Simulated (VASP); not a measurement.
# Ti2NbB3 (P4/mmm) in VASP: a series of runs, part 2 of 2

VASP 6.6.1. Earlier steps stand in the parts before.

## (3) Relaxation of cell and atoms, PBE

This run uses another cell than the first one, of 11.49 Å³/atom.

Input file INCAR:

```
PREC     = Accurate       # precision mode
ENCUT    = 600            # plane-wave cutoff, eV
EDIFF    = 1E-6           # SCF threshold, eV
ISMEAR   = 0              # smearing method
SIGMA    = 0.1            # smearing width, eV
LREAL    = False          # projectors in reciprocal space
LASPH    = True           # aspherical terms in the spheres
NELM     = 100            # most SCF steps
ALGO     = Normal         # electronic algorithm
ISIF     = 3              # what is computed and relaxed
LWAVE    = False          # write WAVECAR
LCHARG   = False          # write CHGCAR
GGA      = PE             # functional
IBRION   = 2              # ionic algorithm
NSW      = 90             # ionic steps
EDIFFG   = -0.04          # ionic threshold
```

Input file KPOINTS:

```
regular mesh
0
Gamma
  6 6 4
```

Input file POSCAR:

```
Ti2NbB3
1.0
    3.4022182000      0.0000000000      0.0000000000
    0.0000000000      3.4022182000      0.0000000000
    0.0000000000      0.0000000000      5.9584825000
Ti Nb B
2 1 3
Direct
    0.0000000000      0.0000000000      0.5000000000
    0.5000000000      0.5000000000      0.0000000000
    0.0000000000      0.0000000000      0.0000000000
    0.0000000000      0.5000000000      0.5000000000
    0.5000000000      0.0000000000      0.5000000000
    0.5000000000      0.5000000000      0.5000000000
```

Potentials or basis: VASP PAW PBE potentials, release 64 (Ti_sv, Nb_sv, B).

Run with:

```bash
$ cat potpaw_PBE.64/Ti_sv/POTCAR potpaw_PBE.64/Nb_sv/POTCAR potpaw_PBE.64/B/POTCAR > POTCAR
$ mpirun -np 1 vasp_std > vasp.out
```

OUTCAR:

```text
PREC = Accurate
   ENCUT = 600
   EDIFF = 1E-6
   ISMEAR = 0
   LREAL = False
   LASPH = True
   NELM = 100
   ISIF = 3
   GGA = PE
   IBRION = 2
   NSW = 90
   EDIFFG = -0.04

 ion  position               nearest neighbor table
   1  0.000  0.000  0.500-   4 1.70   5 1.70   4 1.70   5 1.70   6 2.41   6 2.41   6 2.41   6 2.41
                             3 2.98   3 2.98
   2  0.500  0.500  0.000-   3 2.41   3 2.41   3 2.41   3 2.41
   3  0.000  0.000  0.000-   2 2.41   2 2.41   2 2.41   2 2.41   1 2.98   1 2.98
   4  0.000  0.500  0.500-   1 1.70   6 1.70   1 1.70   6 1.70
   5  0.500  0.000  0.500-   1 1.70   6 1.70   6 1.70   1 1.70
   6  0.500  0.500  0.500-   4 1.70   5 1.70   5 1.70   4 1.70   1 2.41   1 2.41   1 2.41   1 2.41

  LATTYP: Found a simple tetragonal cell.
 ALAT       =     3.4022182000
 C/A-ratio  =     1.7513522501

  Lattice vectors:

 A1 = (   3.4022182000,   0.0000000000,   0.0000000000)
 A2 = (   0.0000000000,   3.4022182000,   0.0000000000)
 A3 = (   0.0000000000,   0.0000000000,   5.9584825000)

Analysis of symmetry for initial positions (statically):
=====================================================================
 Subroutine PRICEL returns:
 Original cell was already a primitive cell.

 Routine SETGRP: Setting up the symmetry group for a
 simple tetragonal supercell.

 Subroutine GETGRP returns: Found 16 space group operations
 (whereof 16 operations were pure point group operations)
 out of a pool of 16 trial point group operations.

The static configuration has the point symmetry D_4h.

Analysis of symmetry for dynamics (positions and initial velocities):
=====================================================================
 Subroutine PRICEL returns:
 Original cell was already a primitive cell.

 Routine SETGRP: Setting up the symmetry group for a
 simple tetragonal supercell.

 Subroutine GETGRP returns: Found 16 space group operations
 (whereof 16 operations were pure point group operations)
 out of a pool of 16 trial point group operations.

The dynamic configuration has the point symmetry D_4h.

 Subroutine INISYM returns: Found 16 space group operations
 (whereof 16 operations are pure point group operations),
 and found     1 'primitive' translations

----------------------------------------------------------------------------------------

                                     Primitive cell

  volume of cell :      68.9700

  direct lattice vectors                    reciprocal lattice vectors
     3.402218200  0.000000000  0.000000000     0.293925886  0.000000000  0.000000000
     0.000000000  3.402218200  0.000000000     0.000000000  0.293925886  0.000000000
     0.000000000  0.000000000  5.958482500     0.000000000  0.000000000  0.167827966

  length of vectors
     3.402218200  3.402218200  5.958482500     0.293925886  0.293925886  0.167827966

  position of ions in fractional coordinates (direct lattice)
     0.000000000  0.000000000  0.500000000
     0.500000000  0.500000000  0.000000000
     0.000000000  0.000000000  0.000000000
     0.000000000  0.500000000  0.500000000
     0.500000000  0.000000000  0.500000000
     0.500000000  0.500000000  0.500000000

  ion indices of the primitive-cell ions
   primitive index   ion index
                 1           1
                 2           2
                 3           3
                 4           4
[... 63 lines left out ...]
   NGXF,Y,Z  is equivalent  to a cutoff of  27.36, 27.36, 26.78 a.u.
 SYSTEM =  unknown system
   PREC   = accura    normal or accurate (medium, high low for compatibility)
   ISTART =      0    job   : 0-new  1-cont  2-samecut
   ICHARG =      2    charge: 1-file 2-atom 10-const
   ISPIN  =      1    spin polarized calculation?
   LNONCOLLINEAR =      F non collinear calculations
   LSORBIT =      F    spin-orbit coupling
   LASPH  =      T    aspherical Exc in radial PAW
   ENCUT  =  600.0 eV  44.10 Ry    6.64 a.u.   6.80  6.80 11.90*2*pi/ulx,y,z
   NELM   =    100;   NELMIN=  2; NELMDL= -5     # of ELM steps
   EDIFF  = 0.1E-05   stopping-criterion for ELM
   LREAL  =      F    real-space projection
   EDIFFG = -.4E-01   stopping-criterion for IOM
   NSW    =     90    number of steps for IOM
   IBRION =      2    ionic relax: 0-MD 1-quasi-New 2-CG
   NFREE  =      1    steps in history (QN), initial steepest desc. (CG)
   ISIF   =      3    stress and relaxation
   ISYM   =      2    0-nonsym 1-usesym 2-fastsym
   POTIM  = 0.5000    time-step for ionic-motion
   TEBEG  =    0.0;   TEEND  =   0.0 temperature during run
   PSTRESS=    0.0 pullay stress
   NELECT =      46.0000    total number of electrons
   NUPDOWN=      -1.0000    fix difference up-down
   EMIN   =  10.00;   EMAX   =-10.00  energy-range for DOS
   EFERMI =   0.00;   METHOD = LEGACY
   ISMEAR =     0;   SIGMA  =   0.10  broadening in eV -4-tet -1-fermi 0-gaus
   EFERMI_NEDOS =   21; number of points for ismear=-14 and -15
   IALGO  =     38    algorithm
   IMIX   =      4    mixing-type and parameters
     AMIX     =   0.40;   BMIX     =  1.00
     AMIX_MAG =   1.60;   BMIX_MAG =  1.00
  volume/ion in A,a.u.               =      11.49        77.57
  Fermi-wavevector in a.u.,A,eV,Ry     =   1.430345  2.702960 27.835977  2.045887
  Thomas-Fermi vector in A             =   2.550200
   LORBIT       =      0    0 simple, 1 ext, 2 COOP (PROOUT), +10 PAW based schemes
   GGA     = PE    functional components
   LHFCALC =     F    Hartree Fock is set to
   AEXX    =    0.0000 exact exchange contribution
   IVDW    =     0    specifies the selected vdW correction
   LEPSILON=     F    determine dielectric tensor
   LRPA    =     F    only Hartree local field effects (RPA)
 conjugate gradient relaxation of ions
 non-spin polarized calculation
 Gauss-broadening in eV      SIGMA  =   0.10
  energy-cutoff  :      600.00
  volume of cell :       68.97
 maximum number of plane-waves:      2324
 NGX is ok and might be reduce to    28
   NGX = 13   NGY = 13   NGZ = 23

--------------------------------------- Ionic step        1  -------------------------------------------

 number of electron      46.0000004 magnetization

 Free energy of the ion-electron system (eV)
  ---------------------------------------------------
  ext. energy  EPLUGINS =         0.00000000
  ---------------------------------------------------
  free energy    TOTEN  =       -33.49816795 eV

  energy without entropy =      -33.48771412  energy(sigma->0) =      -33.49294104

------------------------ aborting loop because EDIFF is reached ----------------------------------------

  FORCE on cell =-STRESS in cart. coord.  units (eV):
  Direction    XX          YY          ZZ          XY          YZ          ZX
  --------------------------------------------------------------------------------------
  -------------------------------------------------------------------------------------
  Total       30.2975702     30.2975702     -0.3715417      0.0000000      0.0000000      0.0000000
  in kB      703.8147888    703.8147888     -8.6309401      0.0000000      0.0000000      0.0000000
  external PRESSURE =     466.3328792 kB  Pullay stress =       0.0000000 kB
[... 101 lines left out ...]
  FREE ENERGIE OF THE ION-ELECTRON SYSTEM (eV)
  ---------------------------------------------------
  free  energy   TOTEN  =       -37.4183952788 eV

  energy  without entropy=      -37.3786767195  energy(sigma->0) =      -37.39853600

 E-fermi :  10.2918     XC(G=0): -12.3800

 val. band max:       10.2909644078   @ k =   0.0000   0.0000   0.0000
 cond. band min:      10.2940900499   @ k =   0.5000   0.3333   0.0000
 fundamental gap:      0.0031256422
 Fermi energy:        10.2917684369

 k-point     1 :       0.0000    0.0000    0.0000
  band No.  band energies     occupation
      1     -46.5534      2.00000
      2     -46.4737      2.00000
      3     -43.4675      2.00000
      4     -26.5759      2.00000
      5     -23.0111      2.00000
      6     -22.8620      2.00000
[... 709 lines left out ...]
     26      11.7796      0.00000
     27      12.4803      0.00000

 [... further k-points ...]

[... ionic steps 4 to 10 ...]

--------------------------------------- Ionic step       11  -------------------------------------------

 number of electron      46.0000011 magnetization

------------------------ aborting loop because EDIFF is reached ----------------------------------------
[... 75 lines left out ...]
--------------------------------------- Ionic step       13  -------------------------------------------

 number of electron      46.0000022 magnetization

 Free energy of the ion-electron system (eV)
  ---------------------------------------------------
  ext. energy  EPLUGINS =         0.00000000
  ---------------------------------------------------
  free energy    TOTEN  =       -39.22471446 eV

  energy without entropy =      -39.20399182  energy(sigma->0) =      -39.21435314

 E-fermi :   8.2235     XC(G=0): -11.5899

 val. band max:        8.2117146351   @ k =   0.3333   0.3333   0.0000
 cond. band min:       8.2580056122   @ k =   0.3333   0.0000   0.2500
 fundamental gap:      0.0462909771
 Fermi energy:         8.2234633555

 k-point     1 :       0.0000    0.0000    0.0000
  band No.  band energies     occupation
      1     -48.8527      2.00000
      2     -47.6681      2.00000
      3     -46.3928      2.00000
      4     -25.1776      2.00000
      5     -25.1326      2.00000
      6     -25.1326      2.00000
[... 744 lines left out ...]
  FREE ENERGIE OF THE ION-ELECTRON SYSTEM (eV)
  ---------------------------------------------------
  free  energy   TOTEN  =       -39.2247144590 eV

  energy  without entropy=      -39.2039918154  energy(sigma->0) =      -39.21435314

 reached required accuracy - stopping structural energy minimisation
```

It took 18 min on 1 thread of Intel Xeon 8259CL, shared host; peak memory 0.25 GiB.

Results:

```yaml
Free_energy: -39.2247 eV
Relaxed_volume: 12.98 Å³/atom
Relaxed_cell: a = 4.091 Å, b = 4.091 Å, c = 4.652 Å, α = 90.00°, β = 90.00°, γ = 90.00°
Space_group_after_relaxing_to_0.1_Å: P4/mmm (No. 123)
Pressure_after_relaxing: 0.1 GPa
Band_gap_on_the_k_mesh: zero (bands 23 and 24 overlap by 1.15 eV)
```

Final structure:
```xyz
6
Lattice="4.0911 0.0000 0.0000 0.0000 4.0911 0.0000 0.0000 0.0000 4.6520" Properties=species:S:1:pos:R:3 pbc="T T T"
Ti    0.0000    0.0000    2.3260
Ti    2.0456    2.0456    0.0000
Nb    0.0000    0.0000    0.0000
B     0.0000    2.0456    2.3260
B     2.0456    0.0000    2.3260
B     2.0456    2.0456    2.3260
```

Caveat: a cell axis changed by over 15 % at a fixed basis, so the end point is rough.

## (4) Relaxation of cell and atoms, PBE

This run uses another cell than the first one, of 13.01 Å³/atom.

Input file INCAR:

```
SYSTEM = Ti2NbB3
  ALGO = Normal
  EDIFF = 1E-7
  EDIFFG = -0.01
  ENCUT = 600
  GGA = PE
  IBRION = 2
  ISIF = 3
  ISMEAR = 0
  LASPH = .TRUE.
  LCHARG = .FALSE.
  LREAL = .FALSE.
  LWAVE = .FALSE.
  NELM = 100
  NSW = 100
  PREC = Accurate
  SIGMA = 0.1
```

Input file KPOINTS:

```
k-points
0
G
  10 10 8
  0 0 0
```

Edit POSCAR of step 3 so:

```diff
@@ -2,5 +2,5 @@
 1.0
-    3.4022182000      0.0000000000      0.0000000000
-    0.0000000000      3.4022182000      0.0000000000
-    0.0000000000      0.0000000000      5.9584825000
+    4.0975092788      0.0000000000      0.0000000000
+    0.0000000000      4.0975092788      0.0000000000
+    0.0000000000      0.0000000000      4.6505977327
 Ti Nb B
```

Run with:

```bash
$ cat potpaw_PBE.64/Ti_sv/POTCAR potpaw_PBE.64/Nb_sv/POTCAR potpaw_PBE.64/B/POTCAR > POTCAR
$ mpirun -np 1 vasp_std > vasp.out
```

Run time: 26 min. Hardware: 1 thread of Intel Xeon 8259CL, shared host; peak memory 0.43 GiB.

Results (log left out):

| Item | Value |
| --- | --- |
| Free energy | -39.1145 eV |
| Relaxed volume | 13.06 Å³/atom |
| Relaxed cell | a = 4.078 Å, b = 4.078 Å, c = 4.712 Å, α = 90.00°, β = 90.00°, γ = 90.00° |
| Space group after relaxing (to 0.1 Å) | P4/mmm (No. 123) |
| Energy gained by relaxing | 1.8 meV/atom |
| Ionic steps | 5 |
| Pressure after relaxing | 0.1 GPa |
| Band gap on the k mesh | zero (bands 23 and 24 overlap by 1.07 eV) |

Step by step:
| step | energy change (eV) | largest force (eV/Å) | pressure (GPa) | volume (Å³) |
| --- | --- | --- | --- | --- |
| 1 | 0.0000 | 0.0000 | 0.49 | 78.08 |
| 2 | -0.0101 | 0.0000 | -0.12 | 78.52 |
| 3 | -0.0105 | 0.0000 | -0.27 | 78.63 |
| 4 | -0.0105 | 0.0000 | -0.25 | 78.62 |
| 5 | -0.0107 | 0.0000 | 0.10 | 78.38 |

Final structure:
```
Ti Nb B
1.0
     4.07840    0.00000    0.00000
     0.00000    4.07840    0.00000
     0.00000    0.00000    4.71233
Ti Nb B
2 1 3
Direct
  0.00000 0.00000 0.50000
  0.50000 0.50000 0.00000
  0.00000 0.00000 0.00000
  0.00000 0.50000 0.50000
  0.50000 0.00000 0.50000
  0.50000 0.50000 0.50000
```

Levels at points of the mesh, in eV from the Fermi level:
| k point | band 20 | band 21 | band 22 | band 23 | band 24 | band 25 | band 26 | band 27 |
| --- | --- | --- | --- | --- | --- | --- | --- | --- |
| (0.00, 0.00, 0.00) | -2.03 | -2.03 | -1.68 | -1.44 | -0.56 | 1.28 | 1.32 | 1.36 |
| (0.50, 0.00, 0.00) | -1.89 | -1.61 | -0.76 | -0.25 | 0.47 | 0.47 | 0.72 | 0.87 |
| (0.50, 0.50, 0.00) | -2.11 | -1.47 | -0.59 | -0.50 | 1.25 | 1.45 | 1.57 | 1.57 |
| (0.00, 0.00, 0.50) | -1.49 | 0.11 | 0.28 | 0.28 | 0.59 | 0.59 | 0.87 | 0.95 |
| (0.50, 0.00, 0.50) | -1.13 | -1.01 | -0.03 | -0.02 | 0.62 | 0.85 | 1.13 | 1.14 |
| (0.50, 0.50, 0.50) | -2.16 | -1.23 | -1.19 | 0.40 | 0.40 | 1.05 | 1.39 | 1.62 |

## (5) Overview

| task | cell | k mesh | cutoff (eV) | gap on the mesh (eV) | pressure (GPa) | relaxed volume (Å³/atom) |
| --- | --- | --- | --- | --- | --- | --- |
| single point | a = 4.084, b = 4.084, c = 4.709 Å, 6 atoms | 10 × 10 × 8 | 520 | none | -0.1 | - |
| relaxation of cell and atoms | relaxed from a = 3.402, b = 3.402, c = 5.958 Å, 6 atoms | 6 × 6 × 4 | 600 | none | 0.1 | 12.98 |
| relaxation of cell and atoms | relaxed from a = 4.098, b = 4.098, c = 4.651 Å, 6 atoms | 10 × 10 × 8 | 600 | none | 0.1 | 13.06 |

Alike in all rows: level PBE; potentials or basis VASP PAW PBE potentials, release 64 (Ti_sv, Nb_sv, B); no spin polarisation; smearing gaussian 0.1 eV.

Caveats: a cell axis changed by over 15 % at a fixed basis, so the end point is rough (at least some runs).

Absolute energies hang on the potentials; compare differences alone.
